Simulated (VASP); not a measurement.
Wanted: the native input for a VASP 6.6.1 run.

- Task: single point
- Functional: r2SCAN
- Potentials or basis: VASP PAW PBE potentials, release 64 (Ti_sv, Al)
- Cutoff: 520 eV
- k mesh: 12 × 12 × 6
- Occupations: gaussian, width 0.15 eV
- Spin: no spin polarisation
- Dipole correction: no
- Further INCAR settings: ALGO = Normal; EDIFF = 1e-06; NBANDS = 31

The system is TiAl3.

```
Ti Al
1.0
     3.95567    0.00000    0.00000
     0.00000    3.95567    0.00000
     0.00000    0.00000    7.91134
Ti Al
2 6
Direct
  0.02681 0.02681 0.00000
  0.97319 0.97319 0.50000
  0.52331 0.52331 0.00000
  0.47669 0.47669 0.50000
  0.50000 0.00000 0.25000
  0.50000 0.00000 0.75000
  0.00000 0.50000 0.25000
  0.00000 0.50000 0.75000
```

This cell differs from its parent crystal: atoms displaced along a vibrational mode.

The input as run:

POSCAR

```
TiAl3
1.0
    3.9556712500      0.0000000000      0.0000000000
    0.0000000000      3.9556712500      0.0000000000
    0.0000000000      0.0000000000      7.9113425000
Ti Al
2 6
Direct
    0.0268136583      0.0268136583      0.0000000000
   -0.0268136583     -0.0268136583      0.5000000000
    0.5233103576      0.5233103576      0.0000000000
    0.4766896424      0.4766896424      0.5000000000
    0.5000000000      0.0000000000      0.2500000000
    0.5000000000      0.0000000000      0.7500000000
    0.0000000000      0.5000000000      0.2500000000
    0.0000000000      0.5000000000      0.7500000000
```

INCAR.step1

```
SYSTEM = TiAl3
PREC     = Accurate       ! precision mode
ENCUT    = 520            ! plane-wave cutoff, eV
ISMEAR   = 0              ! smearing method
SIGMA    = 0.15           ! smearing width, eV
LREAL    = .False.        ! projectors in reciprocal space
LASPH    = .True.         ! aspherical terms in the spheres
NELM     = 80             ! most SCF steps
NBANDS   = 31             ! bands
GGA      = PE             ! functional
ALGO     = Normal         ! electronic algorithm
EDIFF    = 1E-4           ! SCF threshold, eV
LWAVE    = .True.         ! write WAVECAR
LCHARG   = .False.        ! write CHGCAR
```

INCAR.step2

```
SYSTEM = TiAl3
PREC     = Accurate       ! precision mode
ENCUT    = 520            ! plane-wave cutoff, eV
EDIFF    = 1E-6           ! SCF threshold, eV
ISMEAR   = 0              ! smearing method
SIGMA    = 0.15           ! smearing width, eV
LREAL    = .False.        ! projectors in reciprocal space
LASPH    = .True.         ! aspherical terms in the spheres
NELM     = 80             ! most SCF steps
ALGO     = Normal         ! electronic algorithm
ISIF     = 2              ! what is computed and relaxed
LWAVE    = .False.        ! write WAVECAR
LCHARG   = .False.        ! write CHGCAR
METAGGA  = R2SCAN         ! meta-GGA
LMIXTAU  = .True.       
NBANDS   = 31             ! bands
ISTART   = 1
```

KPOINTS

```
regular mesh
0
Gamma
  12 12 6
  0 0 0
```

Potentials or basis: VASP PAW PBE potentials, release 64 (Ti_sv, Al).

Run with:

```bash
$ cat potpaw_PBE.64/Ti_sv/POTCAR potpaw_PBE.64/Al/POTCAR > POTCAR
$ cp INCAR.step1 INCAR
$ mpirun -np 1 vasp_std > vasp.out
$ cp INCAR.step2 INCAR
$ mpirun -np 1 vasp_std > vasp.out
```

It gave:

```yaml
Pressure: 0.6 GPa
Largest_force: 0.903 eV/Å
Band_gap_on_the_k_mesh: zero (bands 21 and 22 overlap by 2.97 eV)
```

Caveat: the cell differs from its parent crystal (atoms displaced along a vibrational mode); the PAW data sets were made with another functional, which shifts forces and pressure a little.

Wall time 34 min on 1 thread of Oxide Virtual Turin-like Processor, on a shared host, peak memory 0.58 GiB.
